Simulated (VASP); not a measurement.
# Ge7I (P-6m2) in VASP: a series of runs

The runs below take Ge7I through single point, with PBE.

Program: VASP 6.6.1. These are calculated values, not measurements. Logs are shortened: lines on timing, memory, paths and dates and some standing lists are left out, and cuts for length are marked.

## (1) The cell of the first run

The structure is hexagonal, space group P-6m2 (No. 187). Conventional cell: a = 6.405 Å, b = 6.405 Å, c = 4.988 Å, α = 90.00°, β = 90.00°, γ = 120.00°. Ge (site symmetry mm2) has 10 Ge at 2.89 to 3.51 Å and 2 I at 3.21 Å within 3.8 Å. Ge (site symmetry mm2) has 10 Ge at 2.70 to 3.71 Å and 2 I at 3.29 Å within 3.8 Å. Within 4.0 Å of Ge (site symmetry -6m2) lie 12 Ge at 3.00 to 3.22 Å. I (site symmetry -6m2) has 12 Ge at 3.21 to 3.29 Å within 4.2 Å.

The cell was generated, and may not be a known phase.

## (2) Single point, PBE

INCAR

```
SYSTEM = Ge7I
PREC = Accurate
ENCUT = 520
EDIFF = 1E-7
ISMEAR = 0
SIGMA = 0.1
LREAL = .FALSE.
LASPH = .TRUE.
NELM = 100
ALGO = Normal
ISIF = 2
LWAVE = .FALSE.
LCHARG = .TRUE.
GGA = PE
LELF = .TRUE.
LVHAR = .TRUE.
NBANDS = 62
```

KPOINTS

```
regular mesh
0
G
  6 6 8
  0 0 0
```

POSCAR

```
Ge7I
1.0
    6.4049567585      0.0000000000      0.0000000000
   -3.2024783793      5.5468552630      0.0000000000
    0.0000000000      0.0000000000      4.9876660086
Ge I
7 1
Direct
   -0.0325216928      0.4837391536      0.0000000000
    0.5162608464      1.0325216928      0.0000000000
    0.5162608464      0.4837391536      0.0000000000
    0.1928308169      0.8071691831      0.5000000000
    0.1928308169      0.3856616337      0.5000000000
    0.6143383663      0.8071691831      0.5000000000
    0.6666666667      0.3333333333      0.5000000000
    0.0000000000      0.0000000000      0.0000000000
```

Potentials or basis: VASP PAW PBE potentials, release 64 (Ge_d, I).

On the command line:

```sh
$ cat potpaw_PBE.64/Ge_d/POTCAR potpaw_PBE.64/I/POTCAR > POTCAR
$ mpirun -np 1 vasp_std > vasp.out
```

OUTCAR:

```text
SYSTEM = Ge7I
   PREC = Accurate
   ENCUT = 520
   EDIFF = 1E-7
   ISMEAR = 0
   LREAL = .FALSE.
   LASPH = .TRUE.
   NELM = 100
   ISIF = 2
   GGA = PE

 ion  position               nearest neighbor table
   1  0.967  0.484  0.000-   2 2.89   3 2.89   8 3.21   8 3.21
   2  0.516  0.033  0.000-   1 2.89   3 2.89   8 3.21   8 3.21
   3  0.516  0.484  0.000-   1 2.89   2 2.89   8 3.21   8 3.21
   4  0.193  0.807  0.500-   6 2.70   5 2.70
   5  0.193  0.386  0.500-   6 2.70   4 2.70
   6  0.614  0.807  0.500-   5 2.70   4 2.70
   7  0.667  0.333  0.500-
   8  0.000  0.000  0.000-   3 3.21   3 3.21   2 3.21   2 3.21   1 3.21   1 3.21

  LATTYP: Found a hexagonal cell.
 ALAT       =     6.4049567585
 C/A-ratio  =     0.7787197005

  Lattice vectors:

 A1 = (   6.4049567585,   0.0000000000,   0.0000000000)
 A2 = (  -3.2024783793,   5.5468552630,   0.0000000000)
 A3 = (   0.0000000000,   0.0000000000,   4.9876660086)

Analysis of symmetry for initial positions (statically):
=====================================================================
 Subroutine PRICEL returns:
 Original cell was already a primitive cell.

 Routine SETGRP: Setting up the symmetry group for a
 hexagonal supercell.

 Subroutine GETGRP returns: Found 12 space group operations
 (whereof 12 operations were pure point group operations)
 out of a pool of 24 trial point group operations.

The static configuration has the point symmetry D_3h.

Analysis of symmetry for dynamics (positions and initial velocities):
=====================================================================
 Subroutine PRICEL returns:
 Original cell was already a primitive cell.

 Routine SETGRP: Setting up the symmetry group for a
 hexagonal supercell.

 Subroutine GETGRP returns: Found 12 space group operations
 (whereof 12 operations were pure point group operations)
 out of a pool of 24 trial point group operations.

The dynamic configuration has the point symmetry D_3h.

 Subroutine INISYM returns: Found 12 space group operations
 (whereof 12 operations are pure point group operations),
 and found     1 'primitive' translations

----------------------------------------------------------------------------------------

                                     Primitive cell

  volume of cell :     177.1986

[... 99 lines left out ...]
   NELM   =    100;   NELMIN=  2; NELMDL= -5     # of ELM steps
   EDIFF  = 0.1E-06   stopping-criterion for ELM
   LREAL  =      F    real-space projection
   EDIFFG = 0.1E-05   stopping-criterion for IOM
   NSW    =      0    number of steps for IOM
   IBRION =     -1    ionic relax: 0-MD 1-quasi-New 2-CG
   NFREE  =      0    steps in history (QN), initial steepest desc. (CG)
   ISIF   =      2    stress and relaxation
   ISYM   =      2    0-nonsym 1-usesym 2-fastsym
   POTIM  = 0.5000    time-step for ionic-motion
   TEBEG  =    0.0;   TEEND  =   0.0 temperature during run
   PSTRESS=    0.0 pullay stress
   NELECT =     105.0000    total number of electrons
   NUPDOWN=      -1.0000    fix difference up-down
   EMIN   =  10.00;   EMAX   =-10.00  energy-range for DOS
   EFERMI =   0.00;   METHOD = LEGACY
   ISMEAR =     0;   SIGMA  =   0.10  broadening in eV -4-tet -1-fermi 0-gaus
   EFERMI_NEDOS =   21; number of points for ismear=-14 and -15
   IALGO  =     38    algorithm
   IMIX   =      4    mixing-type and parameters
     AMIX     =   0.40;   BMIX     =  1.00
     AMIX_MAG =   1.60;   BMIX_MAG =  1.00
  volume/ion in A,a.u.               =      22.15       149.47
  Fermi-wavevector in a.u.,A,eV,Ry     =   1.375048  2.598464 25.725304  1.890756
  Thomas-Fermi vector in A             =   2.500419
   LORBIT       =      0    0 simple, 1 ext, 2 COOP (PROOUT), +10 PAW based schemes
   GGA     = PE    functional components
   LHFCALC =     F    Hartree Fock is set to
   AEXX    =    0.0000 exact exchange contribution
   IVDW    =     0    specifies the selected vdW correction
   LEPSILON=     F    determine dielectric tensor
   LRPA    =     F    only Hartree local field effects (RPA)
 non-spin polarized calculation
 Gauss-broadening in eV      SIGMA  =   0.10
  energy-cutoff  :      520.00
  volume of cell :      177.20
 maximum number of plane-waves:      4818
 NGX is ok and might be reduce to    48
   NGX = 23   NGY = 23   NGZ = 19

 number of electron     104.9999954 magnetization

 Free energy of the ion-electron system (eV)
  ---------------------------------------------------
  ext. energy  EPLUGINS =         0.00000000
  ---------------------------------------------------
  free energy    TOTEN  =       -29.68589923 eV

  energy without entropy =      -29.66921272  energy(sigma->0) =      -29.67755598

 E-fermi :   6.0040     XC(G=0): -10.5717

 val. band max:        5.9951935186   @ k =   0.1667   0.1667   0.3750
 cond. band min:       6.0227899775   @ k =   0.3333   0.3333   0.0000
 fundamental gap:      0.0275964589
 Fermi energy:         6.0040050780

 k-point     1 :       0.0000    0.0000    0.0000
  band No.  band energies     occupation
      1     -18.7541      2.00000
      2     -18.7517      2.00000
      3     -18.7517      2.00000
      4     -18.7473      2.00000
      5     -18.7473      2.00000
      6     -18.7241      2.00000
[... 1549 lines left out ...]
     61       9.9807      0.00000
     62      10.2802      0.00000

 [... further k-points ...]
[... 5 lines left out ...]
  --------------------------------------------------------------------------------------
  -------------------------------------------------------------------------------------
  Total       -0.0107450     -0.0107450     -0.0037432      0.0000000      0.0000000      0.0000000
  in kB       -0.0971528     -0.0971528     -0.0338453      0.0000000      0.0000000      0.0000000
  external PRESSURE =      -0.0760503 kB  Pullay stress =       0.0000000 kB

 VOLUME and BASIS-vectors are now :
 -----------------------------------------------------------------------------
  energy-cutoff  :      520.00
  volume of cell :      177.20
      direct lattice vectors                 reciprocal lattice vectors
     6.404956759  0.000000000  0.000000000     0.156129079  0.090141166  0.000000000
    -3.202478379  5.546855263  0.000000000     0.000000000  0.180282332  0.000000000
     0.000000000  0.000000000  4.987666009     0.000000000  0.000000000  0.200494580

 POSITION                                       TOTAL-FORCE (eV/Angst)
 -----------------------------------------------------------------------------------
      4.64749      2.68323      0.00000         0.004482      0.002588      0.000000
      3.20248      0.18039      0.00000         0.000000     -0.005176     -0.000000
      1.75746      2.68323      0.00000        -0.004482      0.002588      0.000000
     -1.34987      4.47725      2.49383        -0.007373      0.004257      0.000000
      0.00000      2.13921      2.49383         0.000000     -0.008514     -0.000000
      1.34987      4.47725      2.49383         0.007373      0.004257      0.000000
      3.20248      1.84895      2.49383        -0.000000      0.000000      0.000000
      0.00000      0.00000      0.00000        -0.000000      0.000000      0.000000
 -----------------------------------------------------------------------------------
    total drift:                               -0.000006      0.000003      0.000000

  FREE ENERGIE OF THE ION-ELECTRON SYSTEM (eV)
  ---------------------------------------------------
  free  energy   TOTEN  =       -29.6858992269 eV

  energy  without entropy=      -29.6692127233  energy(sigma->0) =      -29.67755598
```

OSZICAR:

```text
N       E                     dE             d eps       ncg     rms          rms(c)
DAV:   1     0.131673634697E+04    0.13167E+04   -0.47181E+04  5118   0.446E+03
DAV:   2     0.229357998868E+03   -0.10874E+04   -0.10615E+04  4340   0.113E+03
DAV:   3    -0.568832962317E+01   -0.23505E+03   -0.22823E+03  4508   0.262E+02
DAV:   4    -0.290263635982E+02   -0.23338E+02   -0.22582E+02  5120   0.838E+01
DAV:   5    -0.299085048738E+02   -0.88214E+00   -0.87543E+00  4796   0.178E+01    0.796E+00
DAV:   6    -0.296943660280E+02    0.21414E+00   -0.72692E-01  6888   0.616E+00    0.478E+00
DAV:   7    -0.296877429085E+02    0.66231E-02   -0.31786E-01  5026   0.538E+00    0.288E+00
DAV:   8    -0.296867482688E+02    0.99464E-03   -0.48637E-02  4952   0.178E+00    0.177E+00
DAV:   9    -0.296861171284E+02    0.63114E-03   -0.85716E-03  5264   0.987E-01    0.240E-01
DAV:  10    -0.296858898422E+02    0.22729E-03   -0.10653E-03  5356   0.557E-01    0.812E-02
DAV:  11    -0.296858945094E+02   -0.46673E-05   -0.45086E-04  6308   0.181E-01    0.595E-02
DAV:  12    -0.296858954006E+02   -0.89119E-06   -0.72283E-05  4932   0.847E-02    0.203E-02
DAV:  13    -0.296858984263E+02   -0.30257E-05   -0.73857E-06  4962   0.639E-02    0.105E-02
DAV:  14    -0.296858992327E+02   -0.80644E-06   -0.23701E-06  5502   0.333E-02    0.214E-03
DAV:  15    -0.296858992269E+02    0.58499E-08   -0.54655E-07  4264   0.122E-02
   1 F= -.29685899E+02 E0= -.29677556E+02  d E =-.166865E-01
```

stdout:

```text
POSCAR found type information on POSCAR GeI
 POSCAR found :  2 types and       8 ions
 scaLAPACK will be used
 LDA part: xc-table for (Slater+PW92), standard interpolation
 POSCAR, INCAR and KPOINTS ok, starting setup
 FFT: planning ... GRIDC
 FFT: planning ... GRID_SOFT
 FFT: planning ... GRID
 WAVECAR not read
 entering main loop
```

It took 5.7 min on 1 thread of Intel Xeon Platinum 8259CL at 2.50GHz (Skylake/Cascade Lake), shared host; peak memory 0.46 GiB.

Results:

| Quantity | Value |
| --- | --- |
| Free energy | -29.6859 eV |
| Pressure | 0.0 GPa |
| Largest force | 0.009 eV/Å |
| Band gap on the k mesh | zero (an odd number of electrons rules out a gap without spin polarisation) |

Forces in eV/Å, atoms in the order of the input:
```
Ge   0.004  0.003  0.000
Ge   0.000 -0.005  0.000
Ge  -0.004  0.003  0.000
Ge  -0.007  0.004  0.000
Ge   0.000 -0.009  0.000
Ge   0.007  0.004  0.000
Ge   0.000  0.000  0.000
I    0.000  0.000  0.000
```

Levels at points of the mesh, in eV from the Fermi level:
```
           k point  band 49  band 50  band 51  band 52  band 53  band 54  band 55  band 56  band 57  band 58
(0.00, 0.00, 0.00)    -1.85    -1.68    -1.68    -0.79    -0.79     0.03     1.08     1.08     1.43     1.43
(0.50, 0.00, 0.00)    -1.93    -1.72    -1.68    -1.18    -0.78     0.32     0.82     1.69     1.76     2.17
(0.00, 0.00, 0.50)    -4.03     0.41     1.15     1.15     1.34     1.85     3.03     3.03     3.26     3.77
(0.50, 0.00, 0.50)    -1.54    -0.92    -0.61    -0.52    -0.03     0.03     0.26     2.18     2.30     2.43
```

Caveat: spin-orbit coupling is left out, which moves the levels of the heavy elements; an odd number of electrons without spin polarisation forces a metal; a magnetic or distorted state may lie lower.

[end of part 1 of 2]

The gap in the log of VASP goes by the Fermi energy; the results here count the filled bands.